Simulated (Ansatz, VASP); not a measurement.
## One calculation of ZnSe, two programs

```xyz
2
Lattice="0.0000 2.7837 2.7837 2.7837 0.0000 2.7837 2.7837 2.7837 0.0000" Properties=species:S:1:pos:R:3 pbc="T T T"
Zn    0.0000    0.0000    0.0000
Se    1.3918    1.3918    1.3918
```

Alike in both runs: functional LDA; k mesh 8 × 8 × 8; occupations fermi-dirac, width 0.02 eV; no spin polarisation.

Ansatz relaxed the structure, and its values are those at the end. VASP's run is a single point on that final structure, the one shown.

|  | VASP | Ansatz |
| --- | --- | --- |
| version | VASP 6.6.1 | Ansatz 0.2.0 |
| potentials or method | VASP PAW LDA potentials, release 64 (Zn, Se), cutoff 520 eV | PAW plane waves |
| valence electrons in the cell | 18 | 28 |

|  | VASP | Ansatz | Ansatz less VASP |
| --- | --- | --- | --- |
| gap on the k mesh at the Fermi level (eV) | 1.29 | 1.25 | -0.044 |
| pressure (GPa) | 0.4 | 0.0 | -0.38 |

Ansatz warns that its potentials were made for another functional, while VASP's fit it. LDA's correlation is that of Perdew and Zunger in VASP and of Perdew and Wang (1992) in Ansatz. VASP's potentials hold 18 valence electrons a cell and Ansatz's 28, so a difference there can come from the potentials and not from the codes.
